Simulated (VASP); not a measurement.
# Ba3Mo (P6/mmm) in VASP: relaxation of cell and atoms with PBE

Aim: the relaxation of cell and atoms of Ba3Mo with PBE.

Program: VASP 6.6.1. These are calculated values, not measurements. Logs are shortened: lines on timing, memory, paths and dates and some standing lists are left out, and cuts for length are marked.

## (1) The cell of the first run

Symmetry: P6/mmm, No. 191, hexagonal system. Conventional cell: a = 7.057 Å, b = 7.057 Å, c = 3.305 Å, α = 90.00°, β = 90.00°, γ = 120.00°. Within 4.3 Å of Ba (site symmetry mmm) lie 6 Ba at 3.30 to 3.53 Å and 2 Mo at 3.53 Å. Within 4.3 Å of Mo (site symmetry 6/mmm) lie 2 Mo at 3.30 Å and 6 Ba at 3.53 Å.

## (2) Relaxation of cell and atoms, PBE

Input file INCAR:

```
SYSTEM = Ba3Mo
ALGO     = Normal         ! electronic algorithm
EDIFF    = 1E-6           ! SCF threshold, eV
EDIFFG   = -0.01          ! ionic threshold
ENCUT    = 600            ! plane-wave cutoff, eV
GGA      = PE             ! functional
IBRION   = 2              ! ionic algorithm
ISIF     = 3              ! what is computed and relaxed
ISMEAR   = 0              ! smearing method
LASPH    = .TRUE.         ! aspherical terms in the spheres
LCHARG   = .FALSE.        ! write CHGCAR
LREAL    = .FALSE.        ! projectors in reciprocal space
LWAVE    = .FALSE.        ! write WAVECAR
NELM     = 100            ! most SCF steps
NSW      = 100            ! ionic steps
PREC     = Accurate       ! precision mode
SIGMA    = 0.1            ! smearing width, eV
```

Input file KPOINTS:

```
k-points
0
G
  9 9 14
  0 0 0
```

Input file POSCAR:

```
Ba3Mo
1.0
    7.0568993023      0.0000000000      0.0000000000
   -3.5284496512      6.1114540678      0.0000000000
    0.0000000000      0.0000000000      3.3048874297
Ba Mo
3 1
Direct
    0.5000000000      0.0000000000      0.0000000000
    0.0000000000      0.5000000000      0.0000000000
    0.5000000000      0.5000000000      0.0000000000
    0.0000000000      0.0000000000      0.0000000000
```

Potentials or basis: VASP PAW PBE potentials, release 64 (Ba_sv, Mo_sv).

Started as:

```
$ cat potpaw_PBE.64/Ba_sv/POTCAR potpaw_PBE.64/Mo_sv/POTCAR > POTCAR
$ mpirun -np 1 vasp_std > vasp.out
```

OUTCAR:

```text
SYSTEM = Ba3Mo
   EDIFF = 1E-6
   EDIFFG = -0.01
   ENCUT = 600
   GGA = PE
   IBRION = 2
   ISIF = 3
   ISMEAR = 0
   LASPH = .TRUE.
   LREAL = .FALSE.
   NELM = 100
   NSW = 100
   PREC = Accurate

 ion  position               nearest neighbor table
   1  0.500  0.000  0.000-   4 3.53   4 3.53   2 3.53   2 3.53   3 3.53   3 3.53
   2  0.000  0.500  0.000-   3 3.53   3 3.53   1 3.53   1 3.53   4 3.53   4 3.53
   3  0.500  0.500  0.000-   2 3.53   2 3.53   4 3.53   4 3.53   1 3.53   1 3.53
   4  0.000  0.000  0.000-   1 3.53   1 3.53   3 3.53   3 3.53   2 3.53   2 3.53

  LATTYP: Found a hexagonal cell.
 ALAT       =     7.0568993023
 C/A-ratio  =     0.4683200494

  Lattice vectors:

 A1 = (   7.0568993023,   0.0000000000,   0.0000000000)
 A2 = (  -3.5284496512,   6.1114540678,   0.0000000000)
 A3 = (   0.0000000000,   0.0000000000,   3.3048874297)

Analysis of symmetry for initial positions (statically):
=====================================================================
 Subroutine PRICEL returns:
 Original cell was already a primitive cell.

 Routine SETGRP: Setting up the symmetry group for a
 hexagonal supercell.

 Subroutine GETGRP returns: Found 24 space group operations
 (whereof 24 operations were pure point group operations)
 out of a pool of 24 trial point group operations.

The static configuration has the point symmetry D_6h.

Analysis of symmetry for dynamics (positions and initial velocities):
=====================================================================
 Subroutine PRICEL returns:
 Original cell was already a primitive cell.

 Routine SETGRP: Setting up the symmetry group for a
 hexagonal supercell.

 Subroutine GETGRP returns: Found 24 space group operations
 (whereof 24 operations were pure point group operations)
 out of a pool of 24 trial point group operations.

The dynamic configuration has the point symmetry D_6h.

 Subroutine INISYM returns: Found 24 space group operations
 (whereof 24 operations are pure point group operations),
 and found     1 'primitive' translations

----------------------------------------------------------------------------------------

                                     Primitive cell

  volume of cell :     142.5329

  direct lattice vectors                    reciprocal lattice vectors
     7.056899302  0.000000000  0.000000000     0.141705295  0.081813590  0.000000000
    -3.528449651  6.111454068  0.000000000     0.000000000  0.163627181  0.000000000
     0.000000000  0.000000000  3.304887430     0.000000000  0.000000000  0.302582167

  length of vectors
     7.056899302  7.056899302  3.304887430     0.163627181  0.163627181  0.302582167

  position of ions in fractional coordinates (direct lattice)
     0.500000000  0.000000000  0.000000000
     0.000000000  0.500000000  0.000000000
     0.500000000  0.500000000  0.000000000
     0.000000000  0.000000000  0.000000000

  ion indices of the primitive-cell ions
   primitive index   ion index
                 1           1
                 2           2
                 3           3
                 4           4

----------------------------------------------------------------------------------------

 KPOINTS: k-points

Automatic generation of k-mesh.
 Grid dimensions read from file:
 generate k-points for:    9    9   14

 Generating k-lattice:

  Cartesian coordinates                     Fractional coordinates (reciprocal lattice)
     0.015745033  0.009090399  0.000000000     0.111111111  0.000000000  0.000000000
     0.000000000  0.018180798  0.000000000     0.000000000  0.111111111  0.000000000
     0.000000000  0.000000000  0.021613012     0.000000000  0.000000000  0.071428571

  Length of vectors
     0.018180798  0.018180798  0.021613012

  Shift w.r.t. Gamma in fractional coordinates (k-lattice)
     0.000000000  0.000000000  0.000000000

 Subroutine IBZKPT returns following result:
 ===========================================

 Found     96 irreducible k-points:

 Following reciprocal coordinates:
            Coordinates               Weight
  0.000000  0.000000  0.000000      1.000000
  0.111111  0.000000  0.000000      6.000000
  0.222222  0.000000  0.000000      6.000000
  0.333333  0.000000  0.000000      6.000000
  0.444444  0.000000  0.000000      6.000000
  0.111111  0.111111  0.000000      6.000000
[... 16 lines left out ...]
  0.333333  0.222222  0.071429     24.000000
  0.333333  0.333333  0.071429      4.000000
 [... further k-points ...]
   k-points           NKPTS =     96   k-points in BZ     NKDIM =     96   number of bands    NBANDS=     26
   number of dos      NEDOS =    301   number of ions     NIONS =      4
   total plane-waves  NPLWV =  87808
   dimension x,y,z NGX =    56 NGY =   56 NGZ =   28
   dimension x,y,z NGXF=   112 NGYF=  112 NGZF=   56
   ions per type =               3   1
   NGX,Y,Z   is equivalent  to a cutoff of  13.19, 13.19, 14.08 a.u.
   NGXF,Y,Z  is equivalent  to a cutoff of  26.38, 26.38, 28.17 a.u.
 SYSTEM =  Ba3Mo
   PREC   = accura    normal or accurate (medium, high low for compatibility)
   ISTART =      0    job   : 0-new  1-cont  2-samecut
   ICHARG =      2    charge: 1-file 2-atom 10-const
   ISPIN  =      1    spin polarized calculation?
   LNONCOLLINEAR =      F non collinear calculations
   LSORBIT =      F    spin-orbit coupling
   LASPH  =      T    aspherical Exc in radial PAW
   ENCUT  =  600.0 eV  44.10 Ry    6.64 a.u.  14.09 14.09  6.60*2*pi/ulx,y,z
   NELM   =    100;   NELMIN=  2; NELMDL= -5     # of ELM steps
   EDIFF  = 0.1E-05   stopping-criterion for ELM
   LREAL  =      F    real-space projection
   EDIFFG = -.1E-01   stopping-criterion for IOM
   NSW    =    100    number of steps for IOM
   IBRION =      2    ionic relax: 0-MD 1-quasi-New 2-CG
   NFREE  =      1    steps in history (QN), initial steepest desc. (CG)
   ISIF   =      3    stress and relaxation
   ISYM   =      2    0-nonsym 1-usesym 2-fastsym
   POTIM  = 0.5000    time-step for ionic-motion
   TEBEG  =    0.0;   TEEND  =   0.0 temperature during run
   PSTRESS=    0.0 pullay stress
   NELECT =      44.0000    total number of electrons
   NUPDOWN=      -1.0000    fix difference up-down
   EMIN   =  10.00;   EMAX   =-10.00  energy-range for DOS
   EFERMI =   0.00;   METHOD = LEGACY
   ISMEAR =     0;   SIGMA  =   0.10  broadening in eV -4-tet -1-fermi 0-gaus
   EFERMI_NEDOS =   21; number of points for ismear=-14 and -15
   IALGO  =     38    algorithm
   IMIX   =      4    mixing-type and parameters
     AMIX     =   0.40;   BMIX     =  1.00
     AMIX_MAG =   1.60;   BMIX_MAG =  1.00
  volume/ion in A,a.u.               =      35.63       240.46
  Fermi-wavevector in a.u.,A,eV,Ry     =   1.106422  2.090834 16.655829  1.224169
  Thomas-Fermi vector in A             =   2.242922
   LORBIT       =      0    0 simple, 1 ext, 2 COOP (PROOUT), +10 PAW based schemes
   GGA     = PE    functional components
   LHFCALC =     F    Hartree Fock is set to
   AEXX    =    0.0000 exact exchange contribution
   IVDW    =     0    specifies the selected vdW correction
   LEPSILON=     F    determine dielectric tensor
   LRPA    =     F    only Hartree local field effects (RPA)
 conjugate gradient relaxation of ions
 non-spin polarized calculation
 Gauss-broadening in eV      SIGMA  =   0.10
  energy-cutoff  :      600.00
  volume of cell :      142.53
 maximum number of plane-waves:      4795
   NGX = 29   NGY = 29   NGZ = 13

--------------------------------------- Ionic step        1  -------------------------------------------

 number of electron      43.9999998 magnetization

 Free energy of the ion-electron system (eV)
  ---------------------------------------------------
  ext. energy  EPLUGINS =         0.00000000
  ---------------------------------------------------
  free energy    TOTEN  =       -11.36343470 eV

  energy without entropy =      -11.31547694  energy(sigma->0) =      -11.33945582

------------------------ aborting loop because EDIFF is reached ----------------------------------------

  FORCE on cell =-STRESS in cart. coord.  units (eV):
  Direction    XX          YY          ZZ          XY          YZ          ZX
  --------------------------------------------------------------------------------------
  -------------------------------------------------------------------------------------
  Total        0.7437161      0.7437161      1.0789846     -0.0000000     -0.0000000     -0.0000000
  in kB        8.3599291      8.3599291     12.1285999     -0.0000000     -0.0000000     -0.0000000
  external PRESSURE =       9.6161527 kB  Pullay stress =       0.0000000 kB
[... 175 lines left out ...]
  energy  without entropy=      -11.3358070811  energy(sigma->0) =      -11.36066490

--------------------------------------- Ionic step        6  -------------------------------------------

 number of electron      43.9999996 magnetization

 Free energy of the ion-electron system (eV)
  ---------------------------------------------------
  ext. energy  EPLUGINS =         0.00000000
  ---------------------------------------------------
  free energy    TOTEN  =       -11.38560902 eV

  energy without entropy =      -11.33607337  energy(sigma->0) =      -11.36084120

 E-fermi :   3.6421     XC(G=0):  -9.1861

 val. band max:        3.6413028885   @ k =   0.3333   0.3333   0.5000
 cond. band min:       3.6462430093   @ k =   0.3333   0.3333   0.2857
 fundamental gap:      0.0049401208
 Fermi energy:         3.6421462341

 k-point     1 :       0.0000    0.0000    0.0000
  band No.  band energies     occupation
      1     -56.9619      2.00000
      2     -31.0739      2.00000
      3     -30.9556      2.00000
      4     -30.9556      2.00000
      5     -25.0606      2.00000
      6     -24.7878      2.00000
[... 685 lines left out ...]
     25       4.5265      0.00000
     26       4.5265      0.00000

 [... further k-points ...]
[... 5 lines left out ...]
  --------------------------------------------------------------------------------------
  -------------------------------------------------------------------------------------
  Total        0.0040969      0.0040969     -0.0011711     -0.0000000     -0.0000000      0.0000000
  in kB        0.0438148      0.0438148     -0.0125246     -0.0000000     -0.0000000      0.0000000
  external PRESSURE =       0.0250350 kB  Pullay stress =       0.0000000 kB
[... 19 lines left out ...]
  FREE ENERGIE OF THE ION-ELECTRON SYSTEM (eV)
  ---------------------------------------------------
  free  energy   TOTEN  =       -11.3856090247 eV

  energy  without entropy=      -11.3360733744  energy(sigma->0) =      -11.36084120

 reached required accuracy - stopping structural energy minimisation
```

Run time: 34 min. Hardware: 1 thread of Intel Xeon Platinum 8375C at 2.90GHz (Ice Lake), shared host; peak memory 0.59 GiB.

Results:

```yaml
Free_energy: -11.3856 eV
Relaxed_volume: 37.45 Å³/atom
Relaxed_cell: a = 7.142 Å, b = 7.142 Å, c = 3.391 Å, α = 90.00°, β = 90.00°, γ = 120.00°
Space_group_after_relaxing_to_0.05_Å: P6/mmm (No. 191)
Energy_gained_by_relaxing: 5.5 meV/atom
Ionic_steps: 6
Pressure_after_relaxing: 0.0 GPa
Band_gap_on_the_k_mesh: zero (band 22 reaches 3.81 eV, above the bottom of band 23 at 2.80 eV)
```

Step by step:
| step | energy change (eV) | largest force (eV/Å) | pressure (GPa) | volume (Å³) |
| --- | --- | --- | --- | --- |
| 1 | 0.0000 | 0.0000 | 0.96 | 142.53 |
| 2 | -0.0183 | 0.0000 | 0.32 | 146.99 |
| 3 | -0.0213 | 0.0000 | -0.08 | 150.20 |
| 4 | -0.0214 | 0.0000 | -0.03 | 149.81 |
| 5 | -0.0221 | 0.0000 | 0.00 | 149.81 |
| 6 | -0.0222 | 0.0000 | 0.00 | 149.81 |

Final structure:
```
Ba Mo
1.0
     7.14244    0.00000    0.00000
    -3.57122    6.18553    0.00000
     0.00000    0.00000    3.39093
Ba Mo
3 1
Cartesian
  3.5712 0.0000 0.0000
  -1.7856 3.0928 0.0000
  1.7856 3.0928 0.0000
  0.0000 0.0000 0.0000
```

Levels at points of the mesh, in eV from the Fermi level:
```tsv
k point	band 18	band 19	band 20	band 21	band 22	band 23	band 24	band 25	band 26
(0.00, 0.00, 0.00)	-1.82	-1.30	-1.30	-1.02	-0.19	0.68	0.68	0.89	0.89
(0.00, 0.00, 0.50)	-1.66	-1.66	-1.26	-0.53	-0.53	-0.21	1.05	1.05	1.13
```

Caveat: spin-orbit coupling is left out, which moves the levels of the heavy elements.
